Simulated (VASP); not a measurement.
# Te2Mo (R-3m) in VASP: further runs, part 2 of 3

VASP 6.6.1.

## (3) Single point, PBE

This run uses another cell than the first one, of 31.67 Å³/atom, 1.031 times its volume.

INCAR reads:

```
SYSTEM = Te2Mo
PREC = Accurate
ENCUT = 520
EDIFF = 1E-6
ISMEAR = 0
SIGMA = 0.1
LREAL = .False.
LASPH = .True.
NELM = 80
ALGO = Normal
ISIF = 2
LWAVE = .False.
LCHARG = .False.
GGA = PE
NBANDS = 35
```

KPOINTS reads:

```
Automatic mesh
0
Gamma
  3 3 3
  0 0 0
```

POSCAR reads:

```
Te2Mo
1.0
    4.5390412533      2.6206166894      2.6620350340
   -4.5390412533      2.6206166894      2.6620350340
    0.0000000000     -5.2412333789      2.6620350340
Te Mo
4 2
Direct
    0.0000000000      0.0000000000      0.5000000000
    0.5000000000      0.0000000000      0.0000000000
    0.0000000000      0.5000000000      0.0000000000
    0.5000000000      0.5000000000      0.5000000000
    0.8571058762      0.8571058762      0.8571058762
    0.1428941238      0.1428941238      0.1428941238
```

Potentials or basis: VASP PAW PBE potentials, release 64 (Te, Mo_sv).

On the command line:

```
$ cat potpaw_PBE.64/Te/POTCAR potpaw_PBE.64/Mo_sv/POTCAR > POTCAR
$ mpirun -np 1 vasp_std > vasp.out
```

OUTCAR:

```text
SYSTEM = Te2Mo
   PREC = Accurate
   ENCUT = 520
   EDIFF = 1E-6
   ISMEAR = 0
   LREAL = .False.
   LASPH = .True.
   NELM = 80
   ISIF = 2
   GGA = PE

 ion  position               nearest neighbor table
   1  0.000  0.000  0.500-   5 2.63   6 2.63
   2  0.500  0.000  0.000-   5 2.63   6 2.63
   3  0.000  0.500  0.000-   5 2.63   6 2.63
   4  0.500  0.500  0.500-   5 2.85   6 2.85
   5  0.857  0.857  0.857-   6 2.28   1 2.63   3 2.63   2 2.63   4 2.85
   6  0.143  0.143  0.143-   5 2.28   1 2.63   3 2.63   2 2.63   4 2.85

  LATTYP: Found a trigonal (rhomboedric) cell.
 ALAT       =     5.8785166372
 COS(alpha) =    -0.1924021545

  Lattice vectors:

 A1 = (   4.5390412533,   2.6206166894,   2.6620350340)
 A2 = (  -4.5390412533,   2.6206166894,   2.6620350340)
 A3 = (   0.0000000000,  -5.2412333789,   2.6620350340)

Analysis of symmetry for initial positions (statically):
=====================================================================
 Subroutine PRICEL returns:
 Original cell was already a primitive cell.

 Routine SETGRP: Setting up the symmetry group for a
 trigonal (rhombohedral) supercell.

 Subroutine GETGRP returns: Found 12 space group operations
 (whereof 12 operations were pure point group operations)
 out of a pool of 12 trial point group operations.

The static configuration has the point symmetry D_3d.

Analysis of symmetry for dynamics (positions and initial velocities):
=====================================================================
 Subroutine PRICEL returns:
 Original cell was already a primitive cell.

 Routine SETGRP: Setting up the symmetry group for a
 trigonal (rhombohedral) supercell.

 Subroutine GETGRP returns: Found 12 space group operations
 (whereof 12 operations were pure point group operations)
 out of a pool of 12 trial point group operations.

The dynamic configuration has the point symmetry D_3d.

 Subroutine INISYM returns: Found 12 space group operations
 (whereof 12 operations are pure point group operations),
 and found     1 'primitive' translations

----------------------------------------------------------------------------------------

                                     Primitive cell

  volume of cell :     189.9908

  direct lattice vectors                    reciprocal lattice vectors
     4.539041253  2.620616689  2.662035034     0.110155421  0.063598262  0.125217486
    -4.539041253  2.620616689  2.662035034    -0.110155421  0.063598262  0.125217486
     0.000000000 -5.241233379  2.662035034     0.000000000 -0.127196524  0.125217486

  length of vectors
     5.878516637  5.878516637  5.878516637     0.178489144  0.178489144  0.178489144

  position of ions in fractional coordinates (direct lattice)
     0.000000000  0.000000000  0.500000000
     0.500000000  0.000000000  0.000000000
     0.000000000  0.500000000  0.000000000
     0.500000000  0.500000000  0.500000000
     0.857105876  0.857105876  0.857105876
     0.142894124  0.142894124  0.142894124

  ion indices of the primitive-cell ions
[... 25 lines left out ...]

  Shift w.r.t. Gamma in fractional coordinates (k-lattice)
     0.000000000  0.000000000  0.000000000

 Subroutine IBZKPT returns following result:
 ===========================================

 Found      6 irreducible k-points:

 Following reciprocal coordinates:
            Coordinates               Weight
  0.000000  0.000000  0.000000      1.000000
  0.333333 -0.000000  0.000000      6.000000
  0.333333  0.333333  0.000000      6.000000
 -0.333333  0.333333  0.000000      6.000000
  0.333333  0.333333  0.333333      2.000000
 -0.333333  0.333333  0.333333      6.000000
   k-points           NKPTS =      6   k-points in BZ     NKDIM =      6   number of bands    NBANDS=     35
   number of dos      NEDOS =    301   number of ions     NIONS =      6
   total plane-waves  NPLWV = 110592
   dimension x,y,z NGX =    48 NGY =   48 NGZ =   48
   dimension x,y,z NGXF=    96 NGYF=   96 NGZF=   96
   ions per type =               4   2
   NGX,Y,Z   is equivalent  to a cutoff of  13.57, 13.57, 13.57 a.u.
   NGXF,Y,Z  is equivalent  to a cutoff of  27.15, 27.15, 27.15 a.u.
 SYSTEM =  Te2Mo
   PREC   = accura    normal or accurate (medium, high low for compatibility)
   ISTART =      0    job   : 0-new  1-cont  2-samecut
   ICHARG =      2    charge: 1-file 2-atom 10-const
   ISPIN  =      1    spin polarized calculation?
   LNONCOLLINEAR =      F non collinear calculations
   LSORBIT =      F    spin-orbit coupling
   LASPH  =      T    aspherical Exc in radial PAW
   ENCUT  =  520.0 eV  38.22 Ry    6.18 a.u.  10.93 10.93 10.93*2*pi/ulx,y,z
   NELM   =     80;   NELMIN=  2; NELMDL= -5     # of ELM steps
   EDIFF  = 0.1E-05   stopping-criterion for ELM
   LREAL  =      F    real-space projection
   EDIFFG = 0.1E-04   stopping-criterion for IOM
   NSW    =      0    number of steps for IOM
   IBRION =     -1    ionic relax: 0-MD 1-quasi-New 2-CG
   NFREE  =      0    steps in history (QN), initial steepest desc. (CG)
   ISIF   =      2    stress and relaxation
   ISYM   =      2    0-nonsym 1-usesym 2-fastsym
   POTIM  = 0.5000    time-step for ionic-motion
   TEBEG  =    0.0;   TEEND  =   0.0 temperature during run
   PSTRESS=    0.0 pullay stress
   NELECT =      52.0000    total number of electrons
   NUPDOWN=      -1.0000    fix difference up-down
   EMIN   =  10.00;   EMAX   =-10.00  energy-range for DOS
   EFERMI =   0.00;   METHOD = LEGACY
   ISMEAR =     0;   SIGMA  =   0.10  broadening in eV -4-tet -1-fermi 0-gaus
   EFERMI_NEDOS =   21; number of points for ismear=-14 and -15
   IALGO  =     38    algorithm
   IMIX   =      4    mixing-type and parameters
     AMIX     =   0.40;   BMIX     =  1.00
     AMIX_MAG =   1.60;   BMIX_MAG =  1.00
  volume/ion in A,a.u.               =      31.67       213.69
  Fermi-wavevector in a.u.,A,eV,Ry     =   1.062915  2.008617 15.371693  1.129788
  Thomas-Fermi vector in A             =   2.198382
   LORBIT       =      0    0 simple, 1 ext, 2 COOP (PROOUT), +10 PAW based schemes
   GGA     = PE    functional components
   LHFCALC =     F    Hartree Fock is set to
   AEXX    =    0.0000 exact exchange contribution
   IVDW    =     0    specifies the selected vdW correction
   LEPSILON=     F    determine dielectric tensor
   LRPA    =     F    only Hartree local field effects (RPA)
 non-spin polarized calculation
 Gauss-broadening in eV      SIGMA  =   0.10
  energy-cutoff  :      520.00
  volume of cell :      189.99
 maximum number of plane-waves:      5129
 NGX is ok and might be reduce to    48
   NGX = 21   NGY = 21   NGZ = 21

 number of electron      51.9999995 magnetization

 Free energy of the ion-electron system (eV)
  ---------------------------------------------------
  ext. energy  EPLUGINS =         0.00000000
  ---------------------------------------------------
  free energy    TOTEN  =       -31.35609955 eV

  energy without entropy =      -31.33819984  energy(sigma->0) =      -31.34714970

 E-fermi :   5.5889     XC(G=0):  -9.2214

 val. band max:        5.5308072671   @ k =   0.3333   0.3333   0.0000
 cond. band min:       5.7640390887   @ k =  -0.3333   0.3333   0.0000
 fundamental gap:      0.2332318216
 Fermi energy:         5.5889297747

 k-point     1 :       0.0000    0.0000    0.0000
  band No.  band energies     occupation
      1     -55.6986      2.00000
      2     -55.3410      2.00000
      3     -30.6285      2.00000
      4     -29.8260      2.00000
      5     -29.8260      2.00000
      6     -29.5553      2.00000
[... 217 lines left out ...]
     34       8.8895      0.00000
     35       9.9072      0.00000

------------------------ aborting loop because EDIFF is reached ----------------------------------------

  FORCE on cell =-STRESS in cart. coord.  units (eV):
  Direction    XX          YY          ZZ          XY          YZ          ZX
  --------------------------------------------------------------------------------------
  -------------------------------------------------------------------------------------
  Total        0.0189178      0.0189178      0.2381719     -0.0000000     -0.0000000      0.0000000
  in kB        0.1595322      0.1595322      2.0084842     -0.0000000     -0.0000000      0.0000000
  external PRESSURE =       0.7758495 kB  Pullay stress =       0.0000000 kB

 VOLUME and BASIS-vectors are now :
 -----------------------------------------------------------------------------
  energy-cutoff  :      520.00
  volume of cell :      189.99
      direct lattice vectors                 reciprocal lattice vectors
     4.539041253  2.620616689  2.662035034     0.110155421  0.063598262  0.125217486
    -4.539041253  2.620616689  2.662035034    -0.110155421  0.063598262  0.125217486
     0.000000000 -5.241233379  2.662035034     0.000000000 -0.127196524  0.125217486

 POSITION                                       TOTAL-FORCE (eV/Angst)
 -----------------------------------------------------------------------------------
      0.00000     -2.62062      1.33102         0.000000      0.000000      0.000000
      2.26952      1.31031      1.33102        -0.000000      0.000000      0.000000
     -2.26952      1.31031      1.33102        -0.000000      0.000000     -0.000000
      0.00000     -0.00000      3.99305         0.000000      0.000000     -0.000000
      0.00000     -0.00000      6.84494         0.000000      0.000000     -0.124723
      0.00000     -0.00000      1.14117         0.000000     -0.000000      0.124723
 -----------------------------------------------------------------------------------
    total drift:                                0.000000     -0.000000      0.000000

  FREE ENERGIE OF THE ION-ELECTRON SYSTEM (eV)
  ---------------------------------------------------
  free  energy   TOTEN  =       -31.3560995506 eV

  energy  without entropy=      -31.3381998402  energy(sigma->0) =      -31.34714970
```

OSZICAR:

```text
N       E                     dE             d eps       ncg     rms          rms(c)
DAV:   1     0.364232858545E+03    0.36423E+03   -0.26218E+04   484   0.129E+03
DAV:   2    -0.108269456657E+02   -0.37506E+03   -0.36235E+03   511   0.296E+02
DAV:   3    -0.316315143019E+02   -0.20805E+02   -0.20154E+02   509   0.597E+01
DAV:   4    -0.322184127754E+02   -0.58690E+00   -0.58232E+00   480   0.987E+00
DAV:   5    -0.322347799332E+02   -0.16367E-01   -0.16365E-01   529   0.173E+00    0.189E+01
DAV:   6    -0.316789943811E+02    0.55579E+00   -0.32804E+00   449   0.940E+00    0.816E+00
DAV:   7    -0.316515686789E+02    0.27426E-01   -0.28778E+00   444   0.728E+00    0.628E+00
DAV:   8    -0.313528077458E+02    0.29876E+00   -0.95764E-01   441   0.469E+00    0.146E+00
DAV:   9    -0.313568955040E+02   -0.40878E-02   -0.78127E-02   486   0.117E+00    0.613E-01
DAV:  10    -0.313559623884E+02    0.93312E-03   -0.81751E-03   452   0.538E-01    0.197E-01
DAV:  11    -0.313561137121E+02   -0.15132E-03   -0.53753E-04   466   0.129E-01    0.723E-02
DAV:  12    -0.313560998565E+02    0.13856E-04   -0.70385E-05   462   0.462E-02    0.188E-02
DAV:  13    -0.313560995506E+02    0.30590E-06   -0.87683E-06   466   0.163E-02
   1 F= -.31356100E+02 E0= -.31347150E+02  d E =-.178997E-01
```

Wall time 47 s (1 thread of Intel Xeon Platinum 8259CL at 2.50GHz (Skylake/Cascade Lake), shared host); peak memory 0.31 GiB.

Results:

- Free energy: -31.3561 eV
- Pressure: 0.1 GPa
- Largest force: 0.125 eV/Å
- Band gap on the k mesh: zero (band 26 reaches 5.87 eV, above the bottom of band 27 at 5.44 eV)

Forces on the atoms (eV/Å):
```
Te   0.000  0.000  0.000
Te   0.000  0.000  0.000
Te   0.000  0.000  0.000
Te   0.000  0.000  0.000
Mo   0.000  0.000 -0.125
Mo   0.000  0.000  0.125
```

Levels at points of the mesh, in eV from the Fermi level:
```csv
k point,band 24,band 25,band 26,band 27,band 28,band 29
"(0.00, 0.00, 0.00)",-1.11,-0.72,-0.72,0.54,0.78,0.78
```

Caveat: the k points lie up to 0.37 Å⁻¹ apart; spin-orbit coupling is left out, which moves the levels of the heavy elements.

(Part 2 of 3 ends here.)
